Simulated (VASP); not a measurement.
A run of VASP 6.6.1:

INCAR

```
SYSTEM = WS2
PREC = Accurate
ENCUT = 520
EDIFF = 1E-7
ISMEAR = 0
SIGMA = 0.02
LREAL = .False.
LASPH = .True.
NELM = 80
ALGO = Normal
ISIF = 2
LWAVE = .False.
LCHARG = .False.
GGA = PS
NBANDS = 35
```

The input KPOINTS:

```
Automatic mesh
0
Gamma
  12 12 2
  0 0 0
```

File POSCAR:

```
WS2
1.0
    3.1460836903      0.0000000000      0.0000000000
   -1.5730418452      2.7245883983      0.0000000000
    0.0000000000      0.0000000000     12.9586982373
W S
2 4
Direct
    0.3333333333      0.6666666667      0.2500000000
    0.6666666667      0.3333333333      0.7500000000
    0.3333333333      0.6666666667      0.6290137468
    0.6666666667      0.3333333333      0.1290137468
    0.3333333333      0.6666666667      0.8709862532
    0.6666666667      0.3333333333      0.3709862532
```

Potentials or basis: VASP PAW PBE potentials, release 64 (W_sv, S).

Command:

```console
$ cat potpaw_PBE.64/W_sv/POTCAR potpaw_PBE.64/S/POTCAR > POTCAR
$ mpirun -np 1 vasp_std > vasp.out
```

Hardware: 1 thread of Intel(R) Xeon(R) 6975P-C (Granite Rapids), on a shared host.

Question: How long does it take, and how much memory?

Answer: Run time: 82 s on 1 thread of Intel(R) Xeon(R) 6975P-C (Granite Rapids), on a shared host, peak memory 0.28 GiB. Counts: scf iterations 17, k points 38.
